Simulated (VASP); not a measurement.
# InO2 (F-43m) in VASP: a series of runs

The runs below take InO2 through single point, relaxation of cell and atoms, with PBE.

Program: VASP 6.6.1. These are calculated values, not measurements. Logs are shortened: lines on timing, memory, paths and dates and some standing lists are left out, and cuts for length are marked.

## 1. The cell of the first run

Symmetry: F-43m, No. 216, cubic system. The conventional cell has a = 5.295 Å, b = 5.295 Å, c = 5.295 Å, α = 90.00°, β = 90.00°, γ = 90.00°. Within 3.0 Å of In (site symmetry -43m) lie 10 O at 2.29 to 2.65 Å. O (site symmetry -43m) has 4 O at 2.29 Å and 4 In at 2.29 Å within 3.0 Å. Within 3.0 Å of O (site symmetry -43m) lie 4 O at 2.29 Å and 6 In at 2.65 Å.

The cell was built from a structure type or drawn by symmetry, and may not be a known phase.

## 2. Single point, PBE, collinear spin, ferromagnetic start

INCAR

```
SYSTEM = InO2
  PREC = Accurate
  ENCUT = 520
  EDIFF = 1E-7
  ISMEAR = 0
  SIGMA = 0.1
  LREAL = .False.
  LASPH = .True.
  NELM = 150
  ALGO = Normal
  ISIF = 2
  LWAVE = .False.
  LCHARG = .False.
  ISPIN = 2
  MAGMOM = 0 1 1
  LORBIT = 11
  GGA = PE
  NBANDS = 24
```

KPOINTS

```
Automatic mesh
0
Gamma
  6 6 6
  0 0 0
```

POSCAR

```
InO2
1.0
    0.0000000000      2.6476307609      2.6476307609
    2.6476307609      0.0000000000      2.6476307609
    2.6476307609      2.6476307609      0.0000000000
In O
1 2
Direct
    0.0000000000      0.0000000000      0.0000000000
    0.7500000000      0.7500000000      0.7500000000
    0.5000000000      0.5000000000      0.5000000000
```

Potentials or basis: VASP PAW PBE potentials, release 64 (In_d, O).

Run with:

```sh
cat potpaw_PBE.64/In_d/POTCAR potpaw_PBE.64/O/POTCAR > POTCAR
mpirun -np 1 vasp_std > vasp.out
```

OUTCAR:

```text
SYSTEM = InO2
   PREC = Accurate
   ENCUT = 520
   EDIFF = 1E-7
   ISMEAR = 0
   LREAL = .False.
   LASPH = .True.
   NELM = 150
   ISIF = 2
   ISPIN = 2
   LORBIT = 11
   GGA = PE

 ion  position               nearest neighbor table
   1  0.000  0.000  0.000-   2 2.29   2 2.29   2 2.29   2 2.29   3 2.65   3 2.65   3 2.65   3 2.65
                             3 2.65   3 2.65
   2  0.750  0.750  0.750-   1 2.29   1 2.29   1 2.29   1 2.29
   3  0.500  0.500  0.500-   1 2.65   1 2.65   1 2.65   1 2.65   1 2.65   1 2.65

  LATTYP: Found a face centered cubic cell.
 ALAT       =     5.2952615218

  Lattice vectors:

 A1 = (   0.0000000000,   2.6476307609,   2.6476307609)
 A2 = (   2.6476307609,   0.0000000000,   2.6476307609)
 A3 = (   2.6476307609,   2.6476307609,   0.0000000000)

Analysis of symmetry for initial positions (statically):
=====================================================================
 Subroutine PRICEL returns:
 Original cell was already a primitive cell.

 Routine SETGRP: Setting up the symmetry group for a
 face centered cubic supercell.

 Subroutine GETGRP returns: Found 24 space group operations
 (whereof 24 operations were pure point group operations)
 out of a pool of 48 trial point group operations.

The static configuration has the point symmetry T_d .

Analysis of symmetry for dynamics (positions and initial velocities):
=====================================================================
 Subroutine PRICEL returns:
 Original cell was already a primitive cell.

 Routine SETGRP: Setting up the symmetry group for a
 face centered cubic supercell.

 Subroutine GETGRP returns: Found 24 space group operations
 (whereof 24 operations were pure point group operations)
 out of a pool of 48 trial point group operations.

The dynamic configuration has the point symmetry T_d .

Analysis of structural, dynamic, and magnetic symmetry:
=====================================================================
 Subroutine PRICEL returns:
 Original cell was already a primitive cell.

 Routine SETGRP: Setting up the symmetry group for a
 face centered cubic supercell.

 Subroutine GETGRP returns: Found 24 space group operations
 (whereof 24 operations were pure point group operations)
 out of a pool of 48 trial point group operations.

The overall configuration has the point symmetry T_d .

 Subroutine INISYM returns: Found 24 space group operations
 (whereof 24 operations are pure point group operations),
 and found     1 'primitive' translations

----------------------------------------------------------------------------------------

                                     Primitive cell

  volume of cell :      37.1195

  direct lattice vectors                    reciprocal lattice vectors
     0.000000000  2.647630761  2.647630761    -0.188848085  0.188848085  0.188848085
     2.647630761  0.000000000  2.647630761     0.188848085 -0.188848085  0.188848085
     2.647630761  2.647630761  0.000000000     0.188848085  0.188848085 -0.188848085

  length of vectors
     3.744315330  3.744315330  3.744315330     0.327094479  0.327094479  0.327094479

  position of ions in fractional coordinates (direct lattice)
     0.000000000  0.000000000  0.000000000
     0.750000000  0.750000000  0.750000000
     0.500000000  0.500000000  0.500000000

  ion indices of the primitive-cell ions
   primitive index   ion index
                 1           1
                 2           2
                 3           3

----------------------------------------------------------------------------------------

 KPOINTS: Automatic mesh

Automatic generation of k-mesh.
 Grid dimensions read from file:
 generate k-points for:    6    6    6

 Generating k-lattice:

  Cartesian coordinates                     Fractional coordinates (reciprocal lattice)
    -0.031474681  0.031474681  0.031474681     0.166666667  0.000000000  0.000000000
     0.031474681 -0.031474681  0.031474681     0.000000000  0.166666667  0.000000000
     0.031474681  0.031474681 -0.031474681     0.000000000  0.000000000  0.166666667

  Length of vectors
     0.054515746  0.054515746  0.054515746

  Shift w.r.t. Gamma in fractional coordinates (k-lattice)
     0.000000000  0.000000000  0.000000000

 Subroutine IBZKPT returns following result:
 ===========================================

 Found     16 irreducible k-points:

 Following reciprocal coordinates:
            Coordinates               Weight
  0.000000  0.000000  0.000000      1.000000
  0.166667  0.000000  0.000000      8.000000
  0.333333  0.000000  0.000000      8.000000
  0.500000  0.000000  0.000000      4.000000
  0.166667  0.166667  0.000000      6.000000
  0.333333  0.166667  0.000000     24.000000
[... 8 lines left out ...]
 -0.333333  0.333333  0.166667     24.000000
 -0.333333  0.500000  0.166667     12.000000
   k-points           NKPTS =     16   k-points in BZ     NKDIM =     16   number of bands    NBANDS=     24
   number of dos      NEDOS =    301   number of ions     NIONS =      3
   total plane-waves  NPLWV =  21952
   dimension x,y,z NGX =    28 NGY =   28 NGZ =   28
   dimension x,y,z NGXF=    56 NGYF=   56 NGZF=   56
   ions per type =               1   2
   NGX,Y,Z   is equivalent  to a cutoff of  12.43, 12.43, 12.43 a.u.
   NGXF,Y,Z  is equivalent  to a cutoff of  24.86, 24.86, 24.86 a.u.
 SYSTEM =  InO2
   PREC   = accura    normal or accurate (medium, high low for compatibility)
   ISTART =      0    job   : 0-new  1-cont  2-samecut
   ICHARG =      2    charge: 1-file 2-atom 10-const
   ISPIN  =      2    spin polarized calculation?
   LNONCOLLINEAR =      F non collinear calculations
   LSORBIT =      F    spin-orbit coupling
   LASPH  =      T    aspherical Exc in radial PAW
   ENCUT  =  520.0 eV  38.22 Ry    6.18 a.u.   6.96  6.96  6.96*2*pi/ulx,y,z
   NELM   =    150;   NELMIN=  2; NELMDL= -5     # of ELM steps
   EDIFF  = 0.1E-06   stopping-criterion for ELM
   LREAL  =      F    real-space projection
   EDIFFG = 0.1E-05   stopping-criterion for IOM
   NSW    =      0    number of steps for IOM
   IBRION =     -1    ionic relax: 0-MD 1-quasi-New 2-CG
   NFREE  =      0    steps in history (QN), initial steepest desc. (CG)
   ISIF   =      2    stress and relaxation
   ISYM   =      2    0-nonsym 1-usesym 2-fastsym
   POTIM  = 0.5000    time-step for ionic-motion
   TEBEG  =    0.0;   TEEND  =   0.0 temperature during run
   PSTRESS=    0.0 pullay stress
   NELECT =      25.0000    total number of electrons
   NUPDOWN=      -1.0000    fix difference up-down
   EMIN   =  10.00;   EMAX   =-10.00  energy-range for DOS
   EFERMI =   0.00;   METHOD = LEGACY
   ISMEAR =     0;   SIGMA  =   0.10  broadening in eV -4-tet -1-fermi 0-gaus
   EFERMI_NEDOS =   21; number of points for ismear=-14 and -15
   IALGO  =     38    algorithm
   IMIX   =      4    mixing-type and parameters
     AMIX     =   0.40;   BMIX     =  1.00
     AMIX_MAG =   1.60;   BMIX_MAG =  1.00
  volume/ion in A,a.u.               =      12.37        83.50
  Fermi-wavevector in a.u.,A,eV,Ry     =   1.435007  2.711770 28.017739  2.059246
  Thomas-Fermi vector in A             =   2.554353
   LORBIT       =     11    0 simple, 1 ext, 2 COOP (PROOUT), +10 PAW based schemes
   GGA     = PE    functional components
   LHFCALC =     F    Hartree Fock is set to
   AEXX    =    0.0000 exact exchange contribution
   IVDW    =     0    specifies the selected vdW correction
   LEPSILON=     F    determine dielectric tensor
   LRPA    =     F    only Hartree local field effects (RPA)
 spin polarized calculation
 Gauss-broadening in eV      SIGMA  =   0.10
  energy-cutoff  :      520.00
  volume of cell :       37.12
 maximum number of plane-waves:      1018
   NGX = 13   NGY = 13   NGZ = 13

 number of electron      25.0000003 magnetization       1.0092858

 Free energy of the ion-electron system (eV)
  ---------------------------------------------------
  ext. energy  EPLUGINS =         0.00000000
  ---------------------------------------------------
  free energy    TOTEN  =       -13.08673910 eV

  energy without entropy =      -13.07598400  energy(sigma->0) =      -13.08136155

 E-fermi :   6.2975     XC(G=0): -11.2486

 val. band max:        6.2183227969   @ k =  -0.3333   0.1667   0.0000
 cond. band min:       6.3091543567   @ k =   0.5000   0.3333   0.1667
 fundamental gap:      0.0908315598
 Fermi energy:         6.2975318969

 spin component 1

 k-point     1 :       0.0000    0.0000    0.0000
  band No.  band energies     occupation
      1     -13.3271      1.00000
      2      -9.5521      1.00000
      3      -7.8158      1.00000
      4      -7.8158      1.00000
      5      -7.8158      1.00000
      6      -7.6050      1.00000
[... 16 lines left out ...]
     23      21.6638      0.00000
     24      30.9923      0.00000

 k-point     2 :       0.1667    0.0000    0.0000
  band No.  band energies     occupation
      1     -13.1575      1.00000
      2      -9.8165      1.00000
      3      -7.7934      1.00000
      4      -7.7934      1.00000
      5      -7.6617      1.00000
      6      -7.6137      1.00000
[... 16 lines left out ...]
     23      24.1228      0.00000
     24      30.1285      0.00000

 k-point     3 :       0.3333    0.0000    0.0000
  band No.  band energies     occupation
      1     -12.7531      1.00000
      2     -10.3339      1.00000
      3      -7.7762      1.00000
      4      -7.7762      1.00000
      5      -7.6019      1.00000
      6      -7.6019      1.00000
[... 16 lines left out ...]
     23      27.5481      0.00000
     24      29.4436      0.00000
[... 298 lines left out ...]
 k-point    15 :      -0.3333    0.3333    0.1667
  band No.  band energies     occupation
      1     -12.2140      1.00000
      2     -11.0303      1.00000
      3      -7.7198      1.00000
      4      -7.6506      1.00000
      5      -7.6001      1.00000
      6      -7.4402      1.00000
[... 16 lines left out ...]
     23      28.7920      0.00000
     24      29.5360      0.00000

 k-point    16 :      -0.3333    0.5000    0.1667
  band No.  band energies     occupation
      1     -12.0753      1.00000
      2     -11.2211      1.00000
      3      -7.6837      1.00000
      4      -7.6061      1.00000
      5      -7.5883      1.00000
      6      -7.3663      1.00000
[... 16 lines left out ...]
     23      29.2434      0.00000
     24      29.8308      0.00000
 Fermi energy:         6.2975318969

 spin component 2

 k-point     1 :       0.0000    0.0000    0.0000
  band No.  band energies     occupation
      1     -12.6728      1.00000
      2      -8.5355      1.00000
      3      -7.8190      1.00000
      4      -7.8190      1.00000
      5      -7.8190      1.00000
      6      -7.6225      1.00000
[... 16 lines left out ...]
     23      21.8261      0.00000
     24      31.3033      0.00000

 k-point     2 :       0.1667    0.0000    0.0000
  band No.  band energies     occupation
      1     -12.5040      1.00000
      2      -8.8683      1.00000
      3      -7.7969      1.00000
      4      -7.7969      1.00000
      5      -7.6299      1.00000
      6      -7.6299      1.00000
[... 16 lines left out ...]
     23      24.0925      0.00000
     24      30.4168      0.00000

 k-point     3 :       0.3333    0.0000    0.0000
  band No.  band energies     occupation
      1     -12.1144      1.00000
      2      -9.3799      1.00000
      3      -7.7809      1.00000
      4      -7.7809      1.00000
      5      -7.6150      1.00000
      6      -7.6150      1.00000
[... 16 lines left out ...]
     23      27.6743      0.00000
     24      29.5141      0.00000
[... 298 lines left out ...]
 k-point    15 :      -0.3333    0.3333    0.1667
  band No.  band energies     occupation
      1     -11.6508      1.00000
      2     -10.0516      1.00000
      3      -7.7264      1.00000
      4      -7.6572      1.00000
      5      -7.6107      1.00000
      6      -7.3782      1.00000
[... 16 lines left out ...]
     23      28.8996      0.00000
     24      29.6083      0.00000

 k-point    16 :      -0.3333    0.5000    0.1667
  band No.  band energies     occupation
      1     -11.5536      1.00000
      2     -10.2221      1.00000
      3      -7.6915      1.00000
      4      -7.6156      1.00000
      5      -7.5988      1.00000
      6      -7.2694      1.00000
[... 16 lines left out ...]
     23      29.2813      0.00000
     24      29.9815      0.00000

------------------------ aborting loop because EDIFF is reached ----------------------------------------

  FORCE on cell =-STRESS in cart. coord.  units (eV):
  Direction    XX          YY          ZZ          XY          YZ          ZX
  --------------------------------------------------------------------------------------
  -------------------------------------------------------------------------------------
  Total        0.0166701      0.0166701      0.0166701      0.0000000     -0.0000000      0.0000000
  in kB        0.7195244      0.7195244      0.7195244      0.0000000     -0.0000000      0.0000000
  external PRESSURE =       0.7195244 kB  Pullay stress =       0.0000000 kB

 VOLUME and BASIS-vectors are now :
 -----------------------------------------------------------------------------
  energy-cutoff  :      520.00
  volume of cell :       37.12
      direct lattice vectors                 reciprocal lattice vectors
     0.000000000  2.647630761  2.647630761    -0.188848085  0.188848085  0.188848085
     2.647630761  0.000000000  2.647630761     0.188848085 -0.188848085  0.188848085
     2.647630761  2.647630761  0.000000000     0.188848085  0.188848085 -0.188848085

 POSITION                                       TOTAL-FORCE (eV/Angst)
 -----------------------------------------------------------------------------------
      0.00000      0.00000      0.00000        -0.000000     -0.000000     -0.000000
      3.97145      3.97145      3.97145         0.000000     -0.000000      0.000000
      2.64763      2.64763      2.64763         0.000000      0.000000      0.000000
 -----------------------------------------------------------------------------------
    total drift:                                0.000000      0.000000      0.000001

  FREE ENERGIE OF THE ION-ELECTRON SYSTEM (eV)
  ---------------------------------------------------
  free  energy   TOTEN  =       -13.0867391017 eV

  energy  without entropy=      -13.0759840009  energy(sigma->0) =      -13.08136155

 total charge

# of ion       s       p       d       tot
------------------------------------------
    1        0.646   0.469   9.960  11.075
    2        1.617   3.267   0.000   4.883
    3        1.614   3.203   0.000   4.817
--------------------------------------------------
tot          3.876   6.939   9.960  20.775

 magnetization (x)

# of ion       s       p       d       tot
------------------------------------------
    1       -0.029  -0.024   0.008  -0.044
    2       -0.000   0.322   0.000   0.322
    3        0.006   0.598   0.000   0.603
--------------------------------------------------
tot         -0.023   0.896   0.008   0.882
```

Wall time 19 s (1 thread of Intel Xeon Platinum 8488C (Sapphire Rapids), shared host); peak memory 0.18 GiB.

What came out:

```
Free energy                                           : -13.0867 eV
Pressure                                              : 0.1 GPa
Band gap on the k mesh                                : zero (filled and empty bands overlap)
Net moment                                            : 1.01 μB per cell
Site moments                                          : In -0.04; O +0.32, +0.60 μB
Valence electrons inside the program's atomic spheres : In 11.07; O 4.88, 4.82
```

Caveat: spin-orbit coupling is left out, which moves the levels of the heavy elements.

## 3. Single point, PBE, collinear spin, ferromagnetic start

This run uses another cell than the first one, of 13.16 Å³/atom.

INCAR

```
SYSTEM = InO2
PREC     = Accurate       ! precision mode
ENCUT    = 520            ! plane-wave cutoff, eV
EDIFF    = 1E-6           ! SCF threshold, eV
ISMEAR   = 0              ! smearing method
SIGMA    = 0.1            ! smearing width, eV
LREAL    = .False.        ! projectors in reciprocal space
LASPH    = .True.         ! aspherical terms in the spheres
NELM     = 150            ! most SCF steps
ALGO     = Normal         ! electronic algorithm
ISIF     = 2              ! what is computed and relaxed
LWAVE    = .False.        ! write WAVECAR
LCHARG   = .False.        ! write CHGCAR
ISPIN    = 2              ! spin polarisation
MAGMOM   = 0 1 1          ! initial moments
LORBIT   = 11             ! projections on sites
GGA      = PE             ! functional
NBANDS   = 24             ! bands
```

KPOINTS is that of step 2.

POSCAR

```
InO2
1.0
    0.0000000000      2.7024434200      2.7024434200
    2.7024434200      0.0000000000      2.7024434200
    2.7024434200      2.7024434200      0.0000000000
In O
1 2
Direct
    0.0000000000      0.0000000000      0.0000000000
    0.7500000000      0.7500000000      0.7500000000
    0.5000000000      0.5000000000      0.5000000000
```

Potentials or basis: VASP PAW PBE potentials, release 64 (In_d, O).

Run with:

```sh
cat potpaw_PBE.64/In_d/POTCAR potpaw_PBE.64/O/POTCAR > POTCAR
mpirun -np 1 vasp_std > vasp.out
```

It took 18 s on 1 thread of Intel Xeon Platinum 8488C (Sapphire Rapids), shared host; peak memory 0.18 GiB.

Results (log left out):

* Free energy: -13.0396 eV
* Pressure: -6.5 GPa
* Band gap on the k mesh: zero (filled and empty bands overlap)
* Net moment: 1.03 μB per cell
* Site moments: In -0.05; O +0.32, +0.63 μB
* Valence electrons inside the program's atomic spheres: In 11.02; O 4.85, 4.79

Levels at points of the mesh, in eV from the Fermi level:
Spin up:
```csv
k point,band 9,band 10,band 11,band 12,band 13,band 14,band 15,band 16,band 17,band 18
"(0.00, 0.00, 0.00)",-3.28,-3.28,-1.89,-1.89,-1.89,-1.86,9.21,9.21,9.21,14.20
"(0.50, 0.00, 0.00)",-3.83,-3.83,-1.31,-1.31,-1.17,2.35,4.67,7.85,7.85,13.83
"(0.50, 0.50, 0.00)",-5.06,-5.00,-3.23,-0.51,-0.51,2.32,4.85,9.25,9.25,12.98
```
Spin down:
```
           k point  band 8  band 9  band 10  band 11  band 12  band 13  band 14  band 15  band 16  band 17
(0.00, 0.00, 0.00)   -2.60   -2.60    -2.60    -1.79    -1.03    -1.03    -1.03     9.23     9.23     9.23
(0.50, 0.00, 0.00)   -6.03   -3.22    -3.22    -0.37    -0.37    -0.30     2.76     4.79     7.87     7.87
(0.50, 0.50, 0.00)   -4.72   -4.50    -4.50    -2.45     0.49     0.49     2.58     5.21     9.42     9.42
```

Caveat: the cell stands under tension; spin-orbit coupling is left out, which moves the levels of the heavy elements.

(Continued in part 2 of 2.)
